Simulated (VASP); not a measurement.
A run of VASP 6.6.1:

The input POSCAR:

```
Cr
1.0
    0.0000000000      0.0000000000      2.9873160000
    2.9873160000      0.0000000000      0.0000000000
    0.0000000000      2.9873160000      0.0000000000
Cr
2
Direct
    0.0000000000      0.0000000000      0.0000000000
    0.5000000000      0.5000000000      0.5000000000
```

The input INCAR.step1:

```
SYSTEM = Cr
  ALGO = Normal
  EDIFF = 1E-5
  ENCUT = 550
  GGA = PE
  GGA_COMPAT = .False.
  ISMEAR = -1
  LASPH = .True.
  LCHARG = .False.
  LREAL = .False.
  LWAVE = .True.
  NBANDS = 19
  NELM = 120
  PREC = Accurate
  SIGMA = 0.1025
```

INCAR.step2

```
SYSTEM = Cr
  ALGO = Normal
  EDIFF = 1E-6
  ENCUT = 550
  GGA_COMPAT = .False.
  ISIF = 2
  ISMEAR = -1
  ISTART = 1
  LASPH = .True.
  LCHARG = .False.
  LMIXTAU = .True.
  LREAL = .False.
  LWAVE = .False.
  METAGGA = R2SCAN
  NBANDS = 19
  NELM = 120
  PREC = Accurate
  SIGMA = 0.1025
```

KPOINTS

```
k-points
0
Gamma
  8 8 8
  0 0 0
```

Potentials or basis: VASP PAW PBE potentials, release 64 (Cr_pv).

Command:

```bash
$ cat potpaw_PBE.64/Cr_pv/POTCAR > POTCAR
$ cp INCAR.step1 INCAR
$ mpirun -np 1 vasp_std > vasp.out
$ cp INCAR.step2 INCAR
$ mpirun -np 1 vasp_std > vasp.out
```

Hardware: 1 thread of Intel Xeon 8259CL, on a shared host.

How long does it take, and how much memory?

Wall time 110 s on 1 thread of Intel Xeon 8259CL (shared host), peak memory 0.15 GiB. Counts: k points 35.
